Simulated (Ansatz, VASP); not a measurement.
Given: the input of a run of Ansatz 0.2.0 on CoO.

File input.yaml:

```yaml
crystal:
  lattice:
    - [1.5054695445, 0.8691832468, 2.4399269062]
    - [-1.5054695445, 0.8691832468, 2.4399269062]
    - [0.0, -1.7383664936, 2.4399269062]
  atoms:
    - { symbol: Co, position: [0.0, 0.0, 0.0], spin: 1.0 }
    - { symbol: O, position: [0.5, 0.5, 0.5] }
hamiltonian:
  xc: pbesol
  pseudopotentials: { kind: paw }
magnetization:
  spin_polarized: true
  initial_magnetization: 1.0
  spin_locking: { lock_magnetization: hard }
kpoints:
  mp_grid: { grid: [9, 9, 9] }
scf:
  occupations: { method: fermi_dirac, width: 0.05 }
  lower_state_search: "off"
output:
  forces: true
  stress: true
  eigenvalues: true
```

Potentials or basis: Ansatz PAW.

Command:

```bash
$ ansatz run input.yaml --threads 2 --pin off --max-ram 5632MiB --backend cpu --events-out ev --progress --plain --runs-dir out
```

Problem. Set up the same calculation for VASP 6.6.1. Potentials there: VASP PAW PBE potentials, release 64 (Co, O).

Solution. As run (the cutoff follows the program's own potentials):

INCAR

```
PREC = Accurate
ENCUT = 520
EDIFF = 1E-6
ISMEAR = -1
SIGMA = 0.05
LREAL = F
LASPH = T
NELM = 150
ALGO = Normal
ISIF = 2
LWAVE = F
LCHARG = F
ISPIN = 2
MAGMOM = 1 0
LORBIT = 11
NUPDOWN = 1.0
LMAXMIX = 4
GGA = PS
NBANDS = 18
```

File KPOINTS:

```
Automatic mesh
0
Gamma
  9 9 9
```

Contents of POSCAR:

```
CoO
1.0
    1.5054695445      0.8691832468      2.4399269062
   -1.5054695445      0.8691832468      2.4399269062
    0.0000000000     -1.7383664936      2.4399269062
Co O
1 1
Direct
    0.0000000000      0.0000000000      0.0000000000
    0.5000000000      0.5000000000      0.5000000000
```

Potentials or basis: VASP PAW PBE potentials, release 64 (Co, O).

Run with:

```console
$ cat potpaw_PBE.64/Co/POTCAR potpaw_PBE.64/O/POTCAR > POTCAR
$ mpirun -np 1 vasp_std > vasp.out
```

Both were run:

|  | VASP | Ansatz | Ansatz less VASP |
| --- | --- | --- | --- |
| pressure (GPa) | -24.7 | -24.5 | +0.23 |
| traceless stress, the component that is largest in VASP (GPa) | 0.28 | 0.27 | -0.011 |
| net moment per atom (μB) | 0.50 | 0.50 | 0.000 |
| size of the moment on the site where the two differ most (μB) | 0.99 | 0.94 | -0.045 |

VASP's potentials were made for PBE, not for PBEsol. Site moments also hang on the region over which each program counts them. VASP's potentials hold 15 valence electrons a cell and Ansatz's 23, so a difference there can come from the potentials and not from the codes.
